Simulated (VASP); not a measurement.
# C (P-6m2) in VASP: notebook, part 3 of 3

VASP 6.6.1.

## Step 5: Single point, r2SCAN (the distance across one plane changed)

Contents of POSCAR:

```
C
1.0
   -2.5098396889      0.0000000000      0.0000000000
   -1.2549198445     -2.1735849300      0.0000000000
    0.0000000000      0.0000000000     18.0606492275
C
16
Direct
    0.0000000000      0.0000000000      0.6156990805
    0.0000000000      0.0000000000      0.1572258269
    0.0000000000      1.0000000000      0.8449357073
    0.0000000000      1.0000000000      0.3864624537
    0.0000000000      0.0000000000      0.7597206803
    0.0000000000      0.0000000000      0.3012474267
    0.0000000000      1.0000000000      0.0720107999
    0.0000000000      1.0000000000      0.5304840535
    0.3333333333      0.3333333333      0.6443824204
    0.3333333333      0.3333333333      0.1859091668
    0.6666666667      0.6666666667      0.8736190472
    0.6666666667      0.6666666667      0.4151457936
    0.3333333333      0.3333333333      0.7310373404
    0.3333333333      0.3333333333      0.2725640868
    0.6666666667      0.6666666667      0.0433274600
    0.6666666667      0.6666666667      0.5018007136
```

Contents of INCAR.step1:

```
PREC     = Accurate       # precision mode
ENCUT    = 520            # plane-wave cutoff, eV
ISMEAR   = 0              # smearing method
SIGMA    = 0.05           # smearing width, eV
LREAL    = Auto         
LASPH    = True           # aspherical terms in the spheres
NELM     = 80             # most SCF steps
NBANDS   = 46             # bands
GGA      = PE             # functional
ALGO     = Normal         # electronic algorithm
EDIFF    = 1E-4           # SCF threshold, eV
LWAVE    = True           # write WAVECAR
LCHARG   = False          # write CHGCAR
```

Contents of INCAR.step2:

```
PREC     = Accurate       # precision mode
ENCUT    = 520            # plane-wave cutoff, eV
EDIFF    = 1E-7           # SCF threshold, eV
ISMEAR   = 0              # smearing method
SIGMA    = 0.05           # smearing width, eV
LREAL    = Auto         
LASPH    = True           # aspherical terms in the spheres
NELM     = 80             # most SCF steps
ALGO     = Normal         # electronic algorithm
ISIF     = 2              # what is computed and relaxed
LWAVE    = False          # write WAVECAR
LCHARG   = True           # write CHGCAR
METAGGA  = R2SCAN         # meta-GGA
LMIXTAU  = True         
LELF     = True           # ELF
LVHAR    = True         
NBANDS   = 46             # bands
ISTART   = 1
```

Contents of KPOINTS:

```
regular mesh
0
Gamma
  10 10 2
```

Potentials or basis: VASP PAW PBE potentials, release 64 (C).

The run is started by

```sh
$ cat potpaw_PBE.64/C/POTCAR > POTCAR
$ cp INCAR.step1 INCAR
$ mpirun -np 1 vasp_std > vasp.out
$ cp INCAR.step2 INCAR
$ mpirun -np 1 vasp_std > vasp.out
```

OUTCAR:

```text
PREC = Accurate
   ENCUT = 520
   EDIFF = 1E-7
   ISMEAR = 0
   LREAL = Auto
   LASPH = True
   NELM = 80
   ISIF = 2
   METAGGA = R2SCAN
   ISTART = 1

 ion  position               nearest neighbor table
   1  0.000  0.000  0.616-   9 1.54   9 1.54   9 1.54   8 1.54
   2  0.000  0.000  0.157-  10 1.54  10 1.54  10 1.54   7 1.54
   3  0.000  0.000  0.845-  11 1.54  11 1.54  11 1.54   5 1.54
   4  0.000  0.000  0.386-  12 1.54  12 1.54  12 1.54   6 1.54
   5  0.000  0.000  0.760-  13 1.54  13 1.54  13 1.54   3 1.54
   6  0.000  0.000  0.301-  14 1.54  14 1.54  14 1.54   4 1.54
   7  0.000  0.000  0.072-  15 1.54  15 1.54  15 1.54   2 1.54
   8  0.000  0.000  0.530-  16 1.54  16 1.54  16 1.54   1 1.54
   9  0.333  0.333  0.644-   1 1.54   1 1.54   1 1.54  13 1.57
  10  0.333  0.333  0.186-   2 1.54   2 1.54   2 1.54  14 1.57
  11  0.667  0.667  0.874-   3 1.54   3 1.54   3 1.54
  12  0.667  0.667  0.415-   4 1.54   4 1.54   4 1.54  16 1.57
  13  0.333  0.333  0.731-   5 1.54   5 1.54   5 1.54   9 1.57
  14  0.333  0.333  0.273-   6 1.54   6 1.54   6 1.54  10 1.57
  15  0.667  0.667  0.043-   7 1.54   7 1.54   7 1.54
  16  0.667  0.667  0.502-   8 1.54   8 1.54   8 1.54  12 1.57

  LATTYP: Found a hexagonal cell.
 ALAT       =     2.5098396889
 C/A-ratio  =     7.1959373769

  Lattice vectors:

 A1 = (   1.2549198445,   2.1735849300,   0.0000000000)
 A2 = (  -2.5098396889,   0.0000000000,   0.0000000000)
 A3 = (   0.0000000000,   0.0000000000,  18.0606492275)

Analysis of symmetry for initial positions (statically):
=====================================================================
 Subroutine PRICEL returns:
 Original cell was already a primitive cell.

 Routine SETGRP: Setting up the symmetry group for a
 hexagonal supercell.

 Subroutine GETGRP returns: Found 12 space group operations
 (whereof  6 operations were pure point group operations)
 out of a pool of 24 trial point group operations.

The static configuration has the point symmetry C_3v.
 The point group associated with its full space group is D_3h.

Analysis of symmetry for dynamics (positions and initial velocities):
=====================================================================
 Subroutine PRICEL returns:
 Original cell was already a primitive cell.

 Routine SETGRP: Setting up the symmetry group for a
 hexagonal supercell.

 Subroutine GETGRP returns: Found 12 space group operations
 (whereof  6 operations were pure point group operations)
 out of a pool of 24 trial point group operations.

The dynamic configuration has the point symmetry C_3v.
 The point group associated with its full space group is D_3h.

 Subroutine INISYM returns: Found 12 space group operations
 (whereof  6 operations are pure point group operations),
 and found     1 'primitive' translations

----------------------------------------------------------------------------------------

                                     Primitive cell

  volume of cell :      98.5272

  direct lattice vectors                    reciprocal lattice vectors
    -2.509839689  0.000000000  0.000000000    -0.398431822  0.230034720  0.000000000
    -1.254919845 -2.173584930  0.000000000     0.000000000 -0.460069439  0.000000000
[... 75 lines left out ...]
  0.500000  0.000000  0.000000      3.000000
[... 16 lines left out ...]
  0.400000  0.100000  0.500000     12.000000
  0.500000  0.100000  0.500000     12.000000
 [... further k-points ...]
   k-points           NKPTS =     28   k-points in BZ     NKDIM =     28   number of bands    NBANDS=     46
   number of dos      NEDOS =    301   number of ions     NIONS =     16
   total plane-waves  NPLWV =  56000
   dimension x,y,z NGX =    20 NGY =   20 NGZ =  140
   dimension x,y,z NGXF=    40 NGYF=   40 NGZF=  280
   ions per type =              16
   NGX,Y,Z   is equivalent  to a cutoff of  13.25, 13.25, 12.89 a.u.
   NGXF,Y,Z  is equivalent  to a cutoff of  26.50, 26.50, 25.77 a.u.
 SYSTEM =  unknown system
   PREC   = accura    normal or accurate (medium, high low for compatibility)
   ISTART =      1    job   : 0-new  1-cont  2-samecut
   ICHARG =      0    charge: 1-file 2-atom 10-const
   ISPIN  =      1    spin polarized calculation?
   LNONCOLLINEAR =      F non collinear calculations
   LSORBIT =      F    spin-orbit coupling
   LASPH  =      T    aspherical Exc in radial PAW
   ENCUT  =  520.0 eV  38.22 Ry    6.18 a.u.   4.67  4.67 33.58*2*pi/ulx,y,z
   NELM   =     80;   NELMIN=  2; NELMDL=  0     # of ELM steps
   EDIFF  = 0.1E-06   stopping-criterion for ELM
   LREAL  =      T    real-space projection
   EDIFFG = 0.1E-05   stopping-criterion for IOM
   NSW    =      0    number of steps for IOM
   IBRION =     -1    ionic relax: 0-MD 1-quasi-New 2-CG
   NFREE  =      0    steps in history (QN), initial steepest desc. (CG)
   ISIF   =      2    stress and relaxation
   ISYM   =      2    0-nonsym 1-usesym 2-fastsym
   POTIM  = 0.5000    time-step for ionic-motion
   TEBEG  =    0.0;   TEEND  =   0.0 temperature during run
   PSTRESS=    0.0 pullay stress
   NELECT =      64.0000    total number of electrons
   NUPDOWN=      -1.0000    fix difference up-down
   EMIN   =  10.00;   EMAX   =-10.00  energy-range for DOS
   EFERMI =   0.00;   METHOD = LEGACY
   ISMEAR =     0;   SIGMA  =   0.05  broadening in eV -4-tet -1-fermi 0-gaus
   EFERMI_NEDOS =   21; number of points for ismear=-14 and -15
   IALGO  =     38    algorithm
   IMIX   =      4    mixing-type and parameters
     AMIX     =   0.40;   BMIX     =  1.00
     AMIX_MAG =   1.60;   BMIX_MAG =  1.00
  volume/ion in A,a.u.               =       6.16        41.56
  Fermi-wavevector in a.u.,A,eV,Ry     =   1.417804  2.679261 27.349995  2.010168
  Thomas-Fermi vector in A             =   2.538996
   LORBIT       =      0    0 simple, 1 ext, 2 COOP (PROOUT), +10 PAW based schemes
   METAGGA = R2SCAN    functional components
   LHFCALC =     F    Hartree Fock is set to
   AEXX    =    0.0000 exact exchange contribution
   IVDW    =     0    specifies the selected vdW correction
   LEPSILON=     F    determine dielectric tensor
   LRPA    =     F    only Hartree local field effects (RPA)
 non-spin polarized calculation
 Gauss-broadening in eV      SIGMA  =   0.05
  energy-cutoff  :      520.00
  volume of cell :       98.53
 maximum number of plane-waves:      2695
   NGX =  9   NGY =  9   NGZ = 67

 number of electron      64.0000000 magnetization

 Free energy of the ion-electron system (eV)
  ---------------------------------------------------
  ext. energy  EPLUGINS =         0.00000000
  ---------------------------------------------------
  free energy    TOTEN  =      -152.95309454 eV

  energy without entropy =     -152.95309454  energy(sigma->0) =     -152.95309454

 E-fermi :   8.9672     XC(G=0): -13.6381

 val. band max:        8.6829102395   @ k =   0.0000   0.0000   0.0000
 cond. band min:       9.3087491428   @ k =  -0.4000   0.3000   0.0000
 fundamental gap:      0.6258389032
 Fermi energy:         8.9672350169

 k-point     1 :       0.0000    0.0000    0.0000
  band No.  band energies     occupation
      1     -14.4927      2.00000
      2     -14.1068      2.00000
      3     -13.5239      2.00000
      4     -12.8099      2.00000
      5     -11.8343      2.00000
      6     -10.7236      2.00000
[... 1117 lines left out ...]
     43      17.5672      0.00000
     44      17.6104      0.00000

 [... further k-points ...]

 [bands above 44 left out]

------------------------ aborting loop because EDIFF is reached ----------------------------------------

  FORCE on cell =-STRESS in cart. coord.  units (eV):
  Direction    XX          YY          ZZ          XY          YZ          ZX
  --------------------------------------------------------------------------------------
  -------------------------------------------------------------------------------------
  Total        0.4091477      0.4091477     -6.7128093      0.0000000      0.0000000      0.0000000
  in kB        6.6532633      6.6532633   -109.1588460      0.0000000      0.0000000      0.0000000
  external PRESSURE =     -31.9507732 kB  Pullay stress =       0.0000000 kB

 VOLUME and BASIS-vectors are now :
 -----------------------------------------------------------------------------
  energy-cutoff  :      520.00
  volume of cell :       98.53
      direct lattice vectors                 reciprocal lattice vectors
    -2.509839689  0.000000000  0.000000000    -0.398431822  0.230034720  0.000000000
    -1.254919845 -2.173584930  0.000000000     0.000000000 -0.460069439  0.000000000
     0.000000000  0.000000000 18.060649228     0.000000000  0.000000000  0.055368995

 POSITION                                       TOTAL-FORCE (eV/Angst)
 -----------------------------------------------------------------------------------
      0.00000      0.00000     11.11993         0.000000     -0.000000      0.028734
      0.00000      0.00000      2.83960         0.000000     -0.000000      0.686041
      0.00000      0.00000     15.26009         0.000000     -0.000000      4.122730
      0.00000      0.00000      6.97976        -0.000000     -0.000000      0.027994
      0.00000      0.00000     13.72105        -0.000000     -0.000000     -0.686041
      0.00000      0.00000      5.44072         0.000000     -0.000000     -0.028734
[... 8 lines left out ...]
     -2.50984     -1.44906      0.78252        -0.000000      0.000000      1.829467
     -2.50984     -1.44906      9.06285         0.000000      0.000000      0.004348
 -----------------------------------------------------------------------------------
    total drift:                               -0.000000     -0.000000      0.000036

  FREE ENERGIE OF THE ION-ELECTRON SYSTEM (eV)
  ---------------------------------------------------
  free  energy   TOTEN  =      -152.9530945417 eV

  energy  without entropy=     -152.9530945417  energy(sigma->0) =     -152.95309454
```

It took 14 min on 1 thread of Intel Xeon 8259CL, shared host; peak memory 0.27 GiB.

What came out:

```
Free energy   : -152.9531 eV
Pressure      : -3.2 GPa
Largest force : 4.123 eV/Å
```

Forces in eV/Å, atoms in the order of the input:
```
C    0.000  0.000  0.029
C    0.000  0.000  0.686
C    0.000  0.000  4.123
C    0.000  0.000  0.028
C    0.000  0.000 -0.686
C    0.000  0.000 -0.029
C    0.000  0.000 -4.123
C    0.000  0.000 -0.028
C    0.000  0.000 -0.071
C    0.000  0.000 -0.200
C    0.000  0.000 -1.829
C    0.000  0.000 -0.004
C    0.000  0.000  0.200
C    0.000  0.000  0.071
C    0.000  0.000  1.829
C    0.000  0.000  0.004
```

Caveat: the cell differs from its parent crystal (the distance across one plane changed); the cell stands under tension; the PAW data sets were made with another functional, which shifts forces and pressure a little.

## Step 6: Summary

| cell | gap on the mesh (eV) | pressure (GPa) | largest force (eV/Å) |
| --- | --- | --- | --- |
| a = 2.510, b = 2.510, c = 17.061 Å, angles 90.0, 90.0, 60.0°, 16 atoms | 3.49 | -4.5 | 2.54 |
| a = 2.510, b = 2.510, c = 17.311 Å, angles 90.0, 90.0, 60.0°, 16 atoms | 2.32 | -4.7 | 3.20 |
| a = 2.510, b = 2.510, c = 17.561 Å, angles 90.0, 90.0, 60.0°, 16 atoms | - | -4.4 | 3.65 |
| a = 2.510, b = 2.510, c = 18.061 Å, angles 90.0, 90.0, 60.0°, 16 atoms | - | -3.2 | 4.12 |

Alike in all rows: task single point; level r2SCAN; potentials or basis VASP PAW PBE potentials, release 64 (C); no spin polarisation; k mesh 10 × 10 × 2; cutoff (eV) 520; smearing gaussian 0.05 eV.

Caveats: the cell stands under tension; the PAW data sets were made with another functional, which shifts forces and pressure a little.

Total energies depend on the potentials used, so only differences within one code and one set of settings carry meaning.
